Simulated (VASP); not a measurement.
# AgH16O8F in VASP: a series of runs, part 2 of 2

VASP 6.6.1.

## 3. Single point, PBE

Input file INCAR:

```
ALGO = Normal
EDIFF = 1E-6
ENCUT = 520
GGA = PE
GGA_COMPAT = False
ISIF = 2
ISMEAR = -1
LASPH = True
LCHARG = False
LREAL = False
LWAVE = False
NBANDS = 60
NELM = 120
PREC = Accurate
SIGMA = 0.05
```

Input file KPOINTS:

```
k-points
0
Gamma
  1 1 1
```

Input file POSCAR:

```
AgH16O8F
1.0
    6.5731380000      0.0000000000      0.0000000000
    0.0000000000      6.5731380000      0.0000000000
    0.0000000000      0.0000000000      6.5731380000
O H Ag F
8 16 1 1
Direct
    0.9948672917      0.6118690951      0.6521542679
    0.3687432091      0.4499373054      0.7551187880
    0.4616668629      0.7249353353      1.1649991222
    0.1257998843      0.0138594382      0.6165396193
    0.7967123161      0.4606171360      0.1789708355
    0.5038689284     -0.0898353267      0.8039995509
    0.8213428655      0.2751958045      0.8257699747
    0.6929262705      0.9897707914      0.4173044899
    0.8800667200      0.5509849329      0.7063293057
    0.9879603927      0.5773650272      0.5073375913
    0.2287491910      0.5070637495      0.7325572656
    0.3678456165      0.3143551832      0.7233987785
    0.5731509060      0.6260480154      1.1836507921
    0.4784624939      0.7959516444      1.0237423891
    0.1445884751      0.0686278000      0.4830113106
    0.1073307757     -0.1332240400      0.6044905797
    0.8450910357      0.3454514419      0.2682736921
    0.7716557906      0.3888553686      0.0470551508
    0.5735008150     -0.1157438046      0.6825507087
    0.3669936642     -0.0324806812      0.7582527554
    0.7110911105      0.1730528098      0.8275043062
    0.9659769809      0.2222986951      0.8169005428
    0.5914070266      0.9092308727      0.3378903653
    0.8245376866      0.9234250064      0.3822831652
    0.2836240468      0.4569354850      0.1749849159
    0.1704056723      0.1531536383      0.2432932338
```

Potentials or basis: VASP PAW PBE potentials, release 64 (O, H, Ag, F).

Run with:

```sh
cat potpaw_PBE.64/O/POTCAR potpaw_PBE.64/H/POTCAR potpaw_PBE.64/Ag/POTCAR potpaw_PBE.64/F/POTCAR > POTCAR
mpirun -np 1 vasp_gam > vasp.out
```

OUTCAR:

```text
EDIFF = 1E-6
   ENCUT = 520
   GGA = PE
   ISIF = 2
   ISMEAR = -1
   LASPH = True
   LREAL = False
   NELM = 120
   PREC = Accurate

 ion  position               nearest neighbor table
   1  0.995  0.612  0.652-   9 0.93  10 0.98
   2  0.369  0.450  0.755-  12 0.92  11 1.00
   3  0.462  0.725  0.165-  13 0.99  14 1.05  25 2.12
   4  0.126  0.014  0.617-  15 0.96  16 0.98
   5  0.797  0.461  0.179-  18 1.00  17 1.01
   6  0.504  0.910  0.804-  19 0.94  20 1.02
   7  0.821  0.275  0.826-  21 0.99  22 1.01
   8  0.693  0.990  0.417-  24 1.00  23 1.00
   9  0.880  0.551  0.706-   1 0.93
  10  0.988  0.577  0.507-   1 0.98
  11  0.229  0.507  0.733-   2 1.00
  12  0.368  0.314  0.723-   2 0.92
  13  0.573  0.626  0.184-   3 0.99  25 2.20
  14  0.478  0.796  0.024-   3 1.05
  15  0.145  0.069  0.483-   4 0.96
  16  0.107  0.867  0.604-   4 0.98
  17  0.845  0.345  0.268-   5 1.01
  18  0.772  0.389  0.047-   5 1.00
  19  0.574  0.884  0.683-   6 0.94
  20  0.367  0.968  0.758-   6 1.02
  21  0.711  0.173  0.828-   7 0.99
  22  0.966  0.222  0.817-   7 1.01
  23  0.591  0.909  0.338-   8 1.00
  24  0.825  0.923  0.382-   8 1.00
  25  0.284  0.457  0.175-   3 2.12  26 2.18  13 2.20
  26  0.170  0.153  0.243-  25 2.18

  LATTYP: Found a simple cubic cell.
 ALAT       =     6.5731380000

  Lattice vectors:

 A1 = (   6.5731380000,   0.0000000000,   0.0000000000)
 A2 = (   0.0000000000,   6.5731380000,   0.0000000000)
 A3 = (   0.0000000000,   0.0000000000,   6.5731380000)

Analysis of symmetry for initial positions (statically):
=====================================================================
 Subroutine PRICEL returns:
 Original cell was already a primitive cell.

 Routine SETGRP: Setting up the symmetry group for a
 simple cubic supercell.

 Subroutine GETGRP returns: Found  1 space group operations
 (whereof  1 operations were pure point group operations)
 out of a pool of 48 trial point group operations.

The static configuration has the point symmetry C_1 .
[... 160 lines left out ...]
  Thomas-Fermi vector in A             =   2.218063
   LORBIT       =      0    0 simple, 1 ext, 2 COOP (PROOUT), +10 PAW based schemes
   GGA     = PE    functional components
   LHFCALC =     F    Hartree Fock is set to
   AEXX    =    0.0000 exact exchange contribution
   IVDW    =     0    specifies the selected vdW correction
   LEPSILON=     F    determine dielectric tensor
   LRPA    =     F    only Hartree local field effects (RPA)
 non-spin polarized calculation
  energy-cutoff  :      520.00
  volume of cell :      284.00
 maximum number of plane-waves:      3845
 NGX is ok and might be reduce to    50
   NGX = 25   NGY = 25   NGZ = 25

 number of electron      82.0000000 magnetization

 Free energy of the ion-electron system (eV)
  ---------------------------------------------------
  ext. energy  EPLUGINS =         0.00000000
  ---------------------------------------------------
  free energy    TOTEN  =      -122.38874153 eV

  energy without entropy =     -122.38874153  energy(sigma->0) =     -122.38874153

 E-fermi :  -1.1744     XC(G=0):  -7.0623

 val. band max:       -2.4688553242   @ k =   0.0000   0.0000   0.0000
 cond. band min:       0.6993581058   @ k =   0.0000   0.0000   0.0000
 fundamental gap:      3.1682134301
 Fermi energy:        -1.1743932200

 k-point     1 :       0.0000    0.0000    0.0000
  band No.  band energies     occupation
      1     -23.0166      2.00000
      2     -22.3953      2.00000
      3     -22.2631      2.00000
      4     -21.9210      2.00000
      5     -21.7765      2.00000
      6     -21.6733      2.00000
[... 45 lines left out ...]
     52       6.9317      0.00000
     53       7.0424      0.00000
 [bands above 53 left out]

------------------------ aborting loop because EDIFF is reached ----------------------------------------

  FORCE on cell =-STRESS in cart. coord.  units (eV):
  Direction    XX          YY          ZZ          XY          YZ          ZX
  --------------------------------------------------------------------------------------
  -------------------------------------------------------------------------------------
  Total       -2.7463455      2.3684875      1.3037672      2.3807301      2.3940303     -1.9179247
  in kB      -15.4934273     13.3617526      7.3551644     13.4308187     13.5058514    -10.8199161
  external PRESSURE =       1.7411632 kB  Pullay stress =       0.0000000 kB

 VOLUME and BASIS-vectors are now :
 -----------------------------------------------------------------------------
  energy-cutoff  :      520.00
  volume of cell :      284.00
      direct lattice vectors                 reciprocal lattice vectors
     6.573138000  0.000000000  0.000000000     0.152134338  0.000000000  0.000000000
     0.000000000  6.573138000  0.000000000     0.000000000  0.152134338  0.000000000
     0.000000000  0.000000000  6.573138000     0.000000000  0.000000000  0.152134338

 POSITION                                       TOTAL-FORCE (eV/Angst)
 -----------------------------------------------------------------------------------
      6.53940      4.02190      4.28670         2.440743      1.391331     -1.829409
      2.42380      2.95750      4.96350        -0.537962      3.658305      0.974139
      3.03460      4.76510      1.08456        -0.012284      1.000525     -0.682976
      0.82690      0.09110      4.05260         0.326573     -0.510160      2.021631
      5.23690      3.02770      1.17640         0.131162     -0.720861      1.136044
      3.31200      5.98264      5.28480        -2.239341      1.380037      2.147185
[... 18 lines left out ...]
      1.86430      3.00350      1.15020        -0.690289     -1.372054      0.172791
      1.12010      1.00670      1.59920         0.045969      0.868001      0.006151
 -----------------------------------------------------------------------------------
    total drift:                                0.000037      0.000746     -0.000206

  FREE ENERGIE OF THE ION-ELECTRON SYSTEM (eV)
  ---------------------------------------------------
  free  energy   TOTEN  =      -122.3887415280 eV

  energy  without entropy=     -122.3887415280  energy(sigma->0) =     -122.38874153
```

It took 19 s on 1 thread of Intel Xeon 6975P-C (Granite Rapids), shared host; peak memory 0.34 GiB.

What came out:

```
Free energy   : -122.3887 eV
Pressure      : 0.2 GPa
Largest force : 3.824 eV/Å
```

Forces on the atoms (eV/Å):
```
O    2.441  1.391 -1.829
O   -0.538  3.658  0.974
O   -0.012  1.001 -0.683
O    0.327 -0.510  2.022
O    0.131 -0.721  1.136
O   -2.239  1.380  2.147
O    0.600  0.289  0.164
O    0.375 -0.972 -0.392
H   -2.494 -1.518  1.451
H    0.069 -0.057  0.064
H    0.695 -0.511 -0.104
H   -0.285 -3.245 -0.945
H    0.929  0.077 -0.201
H   -0.030 -0.766  0.715
H    0.364  0.714 -2.012
H   -0.320  0.123  0.207
H   -0.559  0.849 -0.768
H    0.570  0.066 -0.108
H    1.358 -0.430 -2.130
H    0.832 -0.523  0.134
H    0.991 -0.361 -0.310
H   -2.008 -0.455 -0.053
H    0.304  0.405  0.085
H   -0.857  0.618  0.256
Ag  -0.690 -1.372  0.173
F    0.046  0.868  0.006
```

Stress tensor (GPa, compression positive):
```
-1.55  1.34 -1.08
 1.34  1.34  1.35
-1.08  1.35  0.74
```

Caveat: the k points lie up to 0.96 Å⁻¹ apart; the atoms stand as in a frame of molecular dynamics.

## 4. Single point, PBE

Input file INCAR:

```
PREC = Accurate
ENCUT = 520
EDIFF = 1E-6
ISMEAR = -1
SIGMA = 0.05
LREAL = F
LASPH = T
NELM = 120
ALGO = Normal
ISIF = 2
LWAVE = F
LCHARG = F
GGA = PE
NBANDS = 60
GGA_COMPAT = F
```

Input file KPOINTS:

```
Automatic mesh
0
Gamma
  1 1 1
```

Input file POSCAR:

```
AgH16O8F
1.0
    6.5731380000      0.0000000000      0.0000000000
    0.0000000000      6.5731380000      0.0000000000
    0.0000000000      0.0000000000      6.5731380000
O H Ag F
8 16 1 1
Direct
    0.9763373293      0.6248309407      0.5938563894
    0.3645595148      0.4027452337      0.8081071780
    0.4345869507      0.7128102285      1.1843810369
    0.1811767834     -0.0083978155      0.5820051245
    0.7719144190      0.5025605730      0.2325981898
    0.4740810249     -0.0819547680      0.8086852885
    0.8092025453      0.2239569594      0.8258004016
    0.6944932542      0.9799276997      0.4222336424
    0.9546581861      0.5147465335      0.6932457526
    0.9406466135      0.5618321112      0.4687411096
    0.3579873114      0.5245439849      0.7225772531
    0.2492873267      0.3140204876      0.7586483047
    0.5711427327      0.6379449207      1.1797713664
    0.4061226160      0.7966818892      1.0420745769
    0.1522408323      0.0352038859      0.4375231434
    0.1113471222     -0.1366318492      0.5925936744
    0.6798883577      0.3975726662      0.2952318969
    0.7825333958      0.4599629583      0.0934561240
    0.5969447165     -0.1398418837      0.7410007214
    0.3616841758     -0.0486525614      0.7095545537
    0.6818508907      0.1603343791      0.7902770336
    0.8913550879      0.1142376746      0.8741791211
    0.5852607993      0.9256765946      0.3484941287
    0.8201410042      1.0186306753      0.3295381901
    0.2629794171      0.4274822771      0.1791381833
    0.1304399816      0.1563636729      0.2502914133
```

Run with:

```sh
cat potpaw_PBE.64/O/POTCAR potpaw_PBE.64/H/POTCAR potpaw_PBE.64/Ag/POTCAR potpaw_PBE.64/F/POTCAR > POTCAR
mpirun -np 1 vasp_gam > vasp.out
```

Wall time 20 s (1 thread of Intel Xeon 6975P-C (Granite Rapids), shared host); peak memory 0.33 GiB.

The run converged. Its results:

- Free energy: -122.0715 eV
- Pressure: -0.2 GPa
- Largest force: 4.423 eV/Å

Forces on the atoms (eV/Å):
```
O    0.324 -0.090  1.842
O   -1.233 -0.654 -0.617
O   -0.590  0.959 -2.136
O   -0.070  0.411  0.025
O   -1.006 -0.513  1.094
O    1.392 -0.810  1.162
O    0.278  1.285  0.272
O    3.965  1.959  0.077
H   -0.024  0.236 -0.184
H   -0.427 -0.369 -1.467
H   -0.160 -0.137  0.082
H    1.208  0.681  0.185
H   -0.580  0.980 -0.129
H    1.207 -1.367  1.869
H    0.535  0.640  0.149
H   -0.655 -0.958  0.249
H    0.832  0.414 -0.357
H    0.385 -0.847 -1.082
H   -1.160  0.444 -0.027
H    0.152  0.073 -0.734
H   -0.810 -0.168 -0.208
H    0.682 -0.547  0.214
H   -1.348 -0.832 -1.637
H   -2.590 -0.870  1.476
Ag   0.273  0.487  0.322
F   -0.580 -0.405 -0.442
```

Stress tensor (GPa, compression positive):
```
-0.83 -0.64  2.12
-0.64  0.23  1.56
 2.12  1.56  0.06
```

Levels at points of the mesh, in eV from the Fermi level:
```tsv
k point	band 38	band 39	band 40	band 41	band 42	band 43	band 44	band 45
(0.00, 0.00, 0.00)	-2.15	-2.04	-1.89	-1.30	1.65	4.32	4.80	5.19
```

Caveat: the k points lie up to 0.96 Å⁻¹ apart; the atoms stand as in a frame of molecular dynamics.

## 5. Summary

| cell | pressure (GPa) | largest force (eV/Å) |
| --- | --- | --- |
| as given, atomic positions A | 1.3 | 4.43 |
| as given, atomic positions B | 0.2 | 3.82 |
| as given, atomic positions C | -0.2 | 4.42 |

Alike in all rows: task single point; level PBE; potentials or basis VASP PAW PBE potentials, release 64 (O, H, Ag, F); no spin polarisation; k mesh 1 × 1 × 1; cutoff (eV) 520; smearing fermi-dirac 0.05 eV.

Caveats: all runs use coarse meshes; the atoms stand as in a frame of molecular dynamics.

Total energies depend on the potentials used, so only differences within one code and one set of settings carry meaning.
